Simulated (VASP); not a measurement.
# Rh (P6_3/mmc) in VASP: notebook

Rh is run at these levels: PBEsol; tasks: single point.

All numbers are computed with VASP 6.6.1; they aren't measurements. Logs are shortened: lines on timing, memory, paths and dates and some standing lists are left out, and cuts for length are marked.

## (1) The cell of the first run

It takes space group P6_3/mmc (No. 194, hexagonal). The conventional cell has a = 2.676 Å, b = 2.676 Å, c = 8.960 Å, α = 90.00°, β = 90.00°, γ = 120.00°. Rh (site symmetry -3m) has 12 Rh at 2.68 to 2.72 Å within 3.5 Å. Rh (site symmetry -6m2) has 12 Rh at 2.68 to 2.72 Å within 3.5 Å.

This isn't the form of Rh at room conditions, which is fcc.

## (2) Single point, PBEsol

File INCAR:

```
PREC = Accurate
ENCUT = 520
EDIFF = 1E-6
ISMEAR = 0
SIGMA = 0.15
LREAL = F
LASPH = T
NELM = 60
ALGO = Fast
ISIF = 2
LWAVE = F
LCHARG = F
GGA = PS
NBANDS = 38
```

File KPOINTS:

```
Automatic mesh
0
Gamma
  18 18 6
```

File POSCAR:

```
Rh
1.0
    2.6755648908      0.0000000000      0.0000000000
   -1.3377824454      2.3171071649      0.0000000000
    0.0000000000      0.0000000000      8.9602000000
Rh
4
Direct
    0.0000000000      0.0000000000      0.0000000000
    0.3333333333      0.6666666667      0.2500000000
    0.0000000000      0.0000000000      0.5000000000
    0.6666666667      0.3333333333      0.7500000000
```

Potentials or basis: VASP PAW PBE potentials, release 64 (Rh_pv).

Command:

```
cat potpaw_PBE.64/Rh_pv/POTCAR > POTCAR
mpirun -np 1 vasp_std > vasp.out
```

OUTCAR:

```text
PREC = Accurate
   ENCUT = 520
   EDIFF = 1E-6
   ISMEAR = 0
   LREAL = F
   LASPH = T
   NELM = 60
   ISIF = 2
   GGA = PS

 ion  position               nearest neighbor table
   1  0.000  0.000  0.000-   2 2.72   4 2.72   2 2.72   4 2.72   4 2.72   2 2.72
   2  0.333  0.667  0.250-   1 2.72   3 2.72   1 2.72   3 2.72   1 2.72   3 2.72
   3  0.000  0.000  0.500-   2 2.72   4 2.72   2 2.72   4 2.72   4 2.72   2 2.72
   4  0.667  0.333  0.750-   1 2.72   3 2.72   1 2.72   3 2.72   1 2.72   3 2.72

  LATTYP: Found a hexagonal cell.
 ALAT       =     2.6755648908
 C/A-ratio  =     3.3489002755

  Lattice vectors:

 A1 = (   2.6755648908,   0.0000000000,   0.0000000000)
 A2 = (  -1.3377824454,   2.3171071649,   0.0000000000)
 A3 = (   0.0000000000,   0.0000000000,   8.9602000000)

Analysis of symmetry for initial positions (statically):
=====================================================================
 Subroutine PRICEL returns:
 Original cell was already a primitive cell.

 Routine SETGRP: Setting up the symmetry group for a
 hexagonal supercell.

 Subroutine GETGRP returns: Found 24 space group operations
 (whereof 12 operations were pure point group operations)
 out of a pool of 24 trial point group operations.

The static configuration has the point symmetry D_3d.
 The point group associated with its full space group is D_6h.

Analysis of symmetry for dynamics (positions and initial velocities):
=====================================================================
 Subroutine PRICEL returns:
 Original cell was already a primitive cell.

 Routine SETGRP: Setting up the symmetry group for a
 hexagonal supercell.

 Subroutine GETGRP returns: Found 24 space group operations
 (whereof 12 operations were pure point group operations)
 out of a pool of 24 trial point group operations.

The dynamic configuration has the point symmetry D_3d.
 The point group associated with its full space group is D_6h.

 Subroutine INISYM returns: Found 24 space group operations
 (whereof 12 operations are pure point group operations),
 and found     1 'primitive' translations

----------------------------------------------------------------------------------------

                                     Primitive cell

  volume of cell :      55.5494

  direct lattice vectors                    reciprocal lattice vectors
     2.675564891  0.000000000  0.000000000     0.373752849  0.215786308  0.000000000
    -1.337782445  2.317107165  0.000000000     0.000000000  0.431572616  0.000000000
     0.000000000  0.000000000  8.960200000     0.000000000  0.000000000  0.111604652

  length of vectors
     2.675564891  2.675564891  8.960200000     0.431572616  0.431572616  0.111604652

  position of ions in fractional coordinates (direct lattice)
     0.000000000  0.000000000  0.000000000
     0.333333333  0.666666667  0.250000000
     0.000000000  0.000000000  0.500000000
     0.666666667  0.333333333  0.750000000

  ion indices of the primitive-cell ions
   primitive index   ion index
                 1           1
                 2           2
                 3           3
                 4           4

----------------------------------------------------------------------------------------

 KPOINTS: Automatic mesh

Automatic generation of k-mesh.
 Grid dimensions read from file:
 generate k-points for:   18   18    6

 Generating k-lattice:

  Cartesian coordinates                     Fractional coordinates (reciprocal lattice)
     0.020764047  0.011988128  0.000000000     0.055555556  0.000000000  0.000000000
     0.000000000  0.023976256  0.000000000     0.000000000  0.055555556  0.000000000
     0.000000000  0.000000000  0.018600775     0.000000000  0.000000000  0.166666667

  Length of vectors
     0.023976256  0.023976256  0.018600775

  Shift w.r.t. Gamma in fractional coordinates (k-lattice)
     0.000000000  0.000000000  0.000000000

 Subroutine IBZKPT returns following result:
 ===========================================

 Found    148 irreducible k-points:

 Following reciprocal coordinates:
            Coordinates               Weight
  0.000000  0.000000  0.000000      1.000000
  0.055556 -0.000000  0.000000      6.000000
  0.111111 -0.000000  0.000000      6.000000
  0.166667  0.000000  0.000000      6.000000
  0.222222 -0.000000  0.000000      6.000000
  0.277778 -0.000000  0.000000      6.000000
[... 16 lines left out ...]
  0.333333  0.111111  0.000000     12.000000
  0.388889  0.111111  0.000000     12.000000
 [... further k-points ...]
   k-points           NKPTS =    148   k-points in BZ     NKDIM =    148   number of bands    NBANDS=     38
   number of dos      NEDOS =    301   number of ions     NIONS =      4
   total plane-waves  NPLWV =  28000
   dimension x,y,z NGX =    20 NGY =   20 NGZ =   70
   dimension x,y,z NGXF=    40 NGYF=   40 NGZF=  140
   ions per type =               4
   NGX,Y,Z   is equivalent  to a cutoff of  12.43, 12.43, 12.99 a.u.
   NGXF,Y,Z  is equivalent  to a cutoff of  24.85, 24.85, 25.98 a.u.
 SYSTEM =  unknown system
   PREC   = accura    normal or accurate (medium, high low for compatibility)
   ISTART =      0    job   : 0-new  1-cont  2-samecut
   ICHARG =      2    charge: 1-file 2-atom 10-const
   ISPIN  =      1    spin polarized calculation?
   LNONCOLLINEAR =      F non collinear calculations
   LSORBIT =      F    spin-orbit coupling
   LASPH  =      T    aspherical Exc in radial PAW
   ENCUT  =  520.0 eV  38.22 Ry    6.18 a.u.   4.97  4.97 16.66*2*pi/ulx,y,z
   NELM   =     60;   NELMIN=  2; NELMDL= -5     # of ELM steps
   EDIFF  = 0.1E-05   stopping-criterion for ELM
   LREAL  =      F    real-space projection
   EDIFFG = 0.1E-04   stopping-criterion for IOM
   NSW    =      0    number of steps for IOM
   IBRION =     -1    ionic relax: 0-MD 1-quasi-New 2-CG
   NFREE  =      0    steps in history (QN), initial steepest desc. (CG)
   ISIF   =      2    stress and relaxation
   ISYM   =      2    0-nonsym 1-usesym 2-fastsym
   POTIM  = 0.5000    time-step for ionic-motion
   TEBEG  =    0.0;   TEEND  =   0.0 temperature during run
   PSTRESS=    0.0 pullay stress
   NELECT =      60.0000    total number of electrons
   NUPDOWN=      -1.0000    fix difference up-down
   EMIN   =  10.00;   EMAX   =-10.00  energy-range for DOS
   EFERMI =   0.00;   METHOD = LEGACY
   ISMEAR =     0;   SIGMA  =   0.15  broadening in eV -4-tet -1-fermi 0-gaus
   EFERMI_NEDOS =   21; number of points for ismear=-14 and -15
   IALGO  =     68    algorithm
   IMIX   =      4    mixing-type and parameters
     AMIX     =   0.40;   BMIX     =  1.00
     AMIX_MAG =   1.60;   BMIX_MAG =  1.00
  volume/ion in A,a.u.               =      13.89        93.72
  Fermi-wavevector in a.u.,A,eV,Ry     =   1.679702  3.174176 38.387444  2.821398
  Thomas-Fermi vector in A             =   2.763567
   LORBIT       =      0    0 simple, 1 ext, 2 COOP (PROOUT), +10 PAW based schemes
   GGA     = PS    functional components
   LHFCALC =     F    Hartree Fock is set to
   AEXX    =    0.0000 exact exchange contribution
   IVDW    =     0    specifies the selected vdW correction
   LEPSILON=     F    determine dielectric tensor
   LRPA    =     F    only Hartree local field effects (RPA)
 non-spin polarized calculation
 RMM-DIIS sequential band-by-band and
 Gauss-broadening in eV      SIGMA  =   0.15
  energy-cutoff  :      520.00
  volume of cell :       55.55
 maximum number of plane-waves:      1542
 NGX is ok and might be reduce to    20
   NGX =  9   NGY =  9   NGZ = 33

 number of electron      60.0000016 magnetization

 Free energy of the ion-electron system (eV)
  ---------------------------------------------------
  ext. energy  EPLUGINS =         0.00000000
  ---------------------------------------------------
  free energy    TOTEN  =       -32.44277852 eV

  energy without entropy =      -32.37841908  energy(sigma->0) =      -32.41059880

 E-fermi :  11.5939     XC(G=0): -14.1523

 val. band max:       11.5905928426   @ k =   0.4444   0.0556   0.0000
 cond. band min:      11.5946959991   @ k =   0.2778   0.0556   0.3333
 fundamental gap:      0.0041031565
 Fermi energy:        11.5938700905

 k-point     1 :       0.0000    0.0000    0.0000
  band No.  band energies     occupation
      1     -35.4075      2.00000
      2     -35.0839      2.00000
      3     -35.0759      2.00000
      4     -34.8218      2.00000
      5     -34.8218      2.00000
      6     -34.7869      2.00000
[... 30 lines left out ...]
     37      19.6571      0.00000
     38      25.7271      0.00000

 k-point     2 :       0.0556   -0.0000    0.0000
  band No.  band energies     occupation
      1     -35.4006      2.00000
      2     -35.0848      2.00000
      3     -35.0771      2.00000
      4     -34.8397      2.00000
      5     -34.8273      2.00000
      6     -34.8014      2.00000
[... 30 lines left out ...]
     37      19.6409      0.00000
     38      25.8382      0.00000

 k-point     3 :       0.1111   -0.0000    0.0000
  band No.  band energies     occupation
      1     -35.3804      2.00000
      2     -35.0896      2.00000
      3     -35.0834      2.00000
      4     -34.8904      2.00000
      5     -34.8428      2.00000
      6     -34.8421      2.00000
[... 30 lines left out ...]
     37      19.5980      0.00000
     38      26.1311      0.00000

 k-point     4 :       0.1667    0.0000    0.0000
  band No.  band energies     occupation
      1     -35.3485      2.00000
      2     -35.1059      2.00000
      3     -35.1048      2.00000
      4     -34.9658      2.00000
      5     -34.9052      2.00000
      6     -34.8771      2.00000
[... 30 lines left out ...]
     37      19.5462      0.00000
     38      26.5838      0.00000
[... 703 lines left out ...]
      4     -35.2050      2.00000
      5     -35.1834      2.00000
      6     -34.9903      2.00000
[... 30 lines left out ...]
     37      19.8672      0.00000
     38      22.4471      0.00000

 k-point    23 :       0.3333    0.1111    0.0000
  band No.  band energies     occupation
      1     -35.3802      2.00000
      2     -35.3558      2.00000
      3     -35.2961      2.00000
      4     -35.2665      2.00000
      5     -35.1325      2.00000
      6     -35.0115      2.00000
[... 30 lines left out ...]
     37      20.7987      0.00000
     38      21.2377      0.00000

 k-point    24 :       0.3889    0.1111    0.0000
  band No.  band energies     occupation
      1     -35.4230      2.00000
      2     -35.3943      2.00000
      3     -35.3387      2.00000
      4     -35.3053      2.00000
      5     -35.0837      2.00000
      6     -35.0270      2.00000
[... 30 lines left out ...]
     37      20.9449      0.00000
     38      21.0109      0.00000

 [... further k-points ...]
[... 5 lines left out ...]
  --------------------------------------------------------------------------------------
  -------------------------------------------------------------------------------------
  Total       -1.4202781     -1.4202781     -4.5052454      0.0000000      0.0000000     -0.0000000
  in kB      -40.9642171    -40.9642171   -129.9420532      0.0000000      0.0000000     -0.0000000
  external PRESSURE =     -70.6234958 kB  Pullay stress =       0.0000000 kB

 VOLUME and BASIS-vectors are now :
 -----------------------------------------------------------------------------
  energy-cutoff  :      520.00
  volume of cell :       55.55
      direct lattice vectors                 reciprocal lattice vectors
     2.675564891  0.000000000  0.000000000     0.373752849  0.215786308  0.000000000
    -1.337782445  2.317107165  0.000000000     0.000000000  0.431572616  0.000000000
     0.000000000  0.000000000  8.960200000     0.000000000  0.000000000  0.111604652

 POSITION                                       TOTAL-FORCE (eV/Angst)
 -----------------------------------------------------------------------------------
      0.00000      0.00000      0.00000        -0.000000      0.000000      0.000000
     -0.00000      1.54474      2.24005         0.000000     -0.000000     -0.000000
      0.00000      0.00000      4.48010        -0.000000      0.000000      0.000000
      1.33778      0.77237      6.72015        -0.000000      0.000000     -0.000000
 -----------------------------------------------------------------------------------
    total drift:                                0.000000     -0.000000      0.000000

  FREE ENERGIE OF THE ION-ELECTRON SYSTEM (eV)
  ---------------------------------------------------
  free  energy   TOTEN  =       -32.4427785150 eV

  energy  without entropy=      -32.3784190771  energy(sigma->0) =      -32.41059880
```

Wall time 7.1 min (1 thread of Intel Xeon 8259CL, shared host); peak memory 0.33 GiB.

Results:

* Free energy: -32.4428 eV
* Pressure: -7.1 GPa
* Band gap on the k mesh: zero (bands 30 and 31 overlap by 2.00 eV)

Levels at points of the mesh, in eV from the Fermi level:
```tsv
k point	band 27	band 28	band 29	band 30	band 31	band 32	band 33	band 34
(0.00, 0.00, 0.00)	-2.62	-1.32	-1.32	-0.74	-0.74	-0.33	-0.33	0.39
(0.50, 0.00, 0.00)	0.55	0.66	0.76	0.84	0.84	0.90	1.24	2.23
(0.00, 0.00, 0.50)	-1.35	-1.35	-1.05	-1.05	-1.05	-1.05	0.08	0.08
(0.50, 0.00, 0.50)	-0.11	-0.11	0.69	0.69	0.87	0.87	2.84	2.84
```

Caveat: the stress differs along the axes, from -13 to -4 GPa; the PAW data sets were made with another functional, which shifts forces and pressure a little.

## (3) Single point, PBEsol

This run uses another cell than the first one, of 13.96 Å³/atom.

File INCAR:

```
ALGO = Fast
EDIFF = 1E-7
ENCUT = 520
GGA = PS
ISIF = 2
ISMEAR = 0
LASPH = True
LCHARG = True
LELF = True
LREAL = False
LVHAR = True
LWAVE = False
NBANDS = 38
NELM = 60
PREC = Accurate
SIGMA = 0.15
```

File KPOINTS:

```
k-points
0
Gamma
  18 18 6
```

File POSCAR:

```
Rh
1.0
    2.6488000000      0.0000000000      0.0000000000
   -1.3244000000      2.2939280895      0.0000000000
    0.0000000000      0.0000000000      9.1930000000
Rh
4
Direct
    0.0000000000      0.0000000000      0.0000000000
    0.3333333333      0.6666666667      0.2500000000
    0.0000000000      0.0000000000      0.5000000000
    0.6666666667      0.3333333333      0.7500000000
```

Potentials or basis: VASP PAW PBE potentials, release 64 (Rh_pv).

Command:

```
cat potpaw_PBE.64/Rh_pv/POTCAR > POTCAR
mpirun -np 1 vasp_std > vasp.out
```

OUTCAR:

```text
EDIFF = 1E-7
   ENCUT = 520
   GGA = PS
   ISIF = 2
   ISMEAR = 0
   LASPH = True
   LREAL = False
   NELM = 60
   PREC = Accurate

 ion  position               nearest neighbor table
   1  0.000  0.000  0.000-   2 2.76   4 2.76   2 2.76   4 2.76   4 2.76   2 2.76
   2  0.333  0.667  0.250-   1 2.76   3 2.76   1 2.76   3 2.76   1 2.76   3 2.76
   3  0.000  0.000  0.500-   2 2.76   4 2.76   2 2.76   4 2.76   4 2.76   2 2.76
   4  0.667  0.333  0.750-   1 2.76   3 2.76   1 2.76   3 2.76   1 2.76   3 2.76
[... 1189 lines left out ...]
  Direction    XX          YY          ZZ          XY          YZ          ZX
  --------------------------------------------------------------------------------------
  -------------------------------------------------------------------------------------
  Total       -0.1776059     -0.1776059     -7.3292965     -0.0000000      0.0000000      0.0000000
  in kB       -5.0942666     -5.0942666   -210.2261072     -0.0000000      0.0000000      0.0000000
  external PRESSURE =     -73.4715468 kB  Pullay stress =       0.0000000 kB

 VOLUME and BASIS-vectors are now :
 -----------------------------------------------------------------------------
  energy-cutoff  :      520.00
  volume of cell :       55.86
      direct lattice vectors                 reciprocal lattice vectors
     2.648800000  0.000000000  0.000000000     0.377529447  0.217966728  0.000000000
    -1.324400000  2.293928090  0.000000000     0.000000000  0.435933456  0.000000000
     0.000000000  0.000000000  9.193000000     0.000000000  0.000000000  0.108778418

 POSITION                                       TOTAL-FORCE (eV/Angst)
 -----------------------------------------------------------------------------------
      0.00000      0.00000      0.00000         0.000000     -0.000000     -0.000000
     -0.00000      1.52929      2.29825        -0.000000      0.000000     -0.000000
      0.00000      0.00000      4.59650         0.000000     -0.000000     -0.000000
      1.32440      0.76464      6.89475         0.000000     -0.000000      0.000000
 -----------------------------------------------------------------------------------
    total drift:                                0.000000     -0.000000      0.000000

  FREE ENERGIE OF THE ION-ELECTRON SYSTEM (eV)
  ---------------------------------------------------
  free  energy   TOTEN  =       -32.3070353546 eV

  energy  without entropy=      -32.2420939501  energy(sigma->0) =      -32.27456465
```

Wall time 8.6 min (1 thread of Intel Xeon 8259CL, shared host); peak memory 0.33 GiB.

What came out:

* Free energy: -32.3070 eV
* Pressure: -7.3 GPa
* Band gap on the k mesh: zero (bands 30 and 31 overlap by 2.05 eV)

Stress tensor (GPa, compression positive):
```
 -0.51   0.00   0.00
  0.00  -0.51   0.00
  0.00   0.00 -21.02
```

Caveat: the stress differs along the axes, from -21 to -1 GPa; the PAW data sets were made with another functional, which shifts forces and pressure a little.
